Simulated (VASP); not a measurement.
Input of a VASP 6.6.1 run:

Contents of POSCAR:

```
BN
1.0
    2.3148041895      0.0000000000      0.0000000000
    0.0000000000      2.3148041895      0.0000000000
    0.0000000000      0.0000000000      2.3148041895
B N
1 1
Direct
    0.0000000000      0.0000000000      0.0000000000
    0.5000000000      0.5000000000      0.5000000000
```

Contents of INCAR.step1:

```
SYSTEM = BN
ALGO = Normal
EDIFF = 1E-4
ENCUT = 520
GGA = PE
ISMEAR = -1
LASPH = .TRUE.
LCHARG = .FALSE.
LREAL = .FALSE.
LWAVE = .TRUE.
NBANDS = 11
NELM = 60
PREC = Accurate
SIGMA = 0.02
```

File INCAR.step2:

```
SYSTEM = BN
ALGO = Normal
EDIFF = 1E-6
ENCUT = 520
ISIF = 2
ISMEAR = -1
ISTART = 1
LASPH = .TRUE.
LCHARG = .FALSE.
LMIXTAU = .TRUE.
LREAL = .FALSE.
LWAVE = .FALSE.
METAGGA = R2SCAN
NBANDS = 11
NELM = 60
PREC = Accurate
SIGMA = 0.02
```

Contents of KPOINTS:

```
k-points
0
G
  8 8 8
  0 0 0
```

Potentials or basis: VASP PAW PBE potentials, release 64 (B, N).

Launch:

```console
$ cat potpaw_PBE.64/B/POTCAR potpaw_PBE.64/N/POTCAR > POTCAR
$ cp INCAR.step1 INCAR
$ mpirun -np 1 vasp_std > vasp.out
$ cp INCAR.step2 INCAR
$ mpirun -np 1 vasp_std > vasp.out
```

Question: Predict the pressure.

Answer: -0.8 GPa.

Question: What does it give for the band gap on the k mesh?

Answer: Zero (band 4 reaches 10.08 eV, above the bottom of band 5 at 7.17 eV).

Caveat: the PAW data sets were made with another functional, which shifts forces and pressure a little.
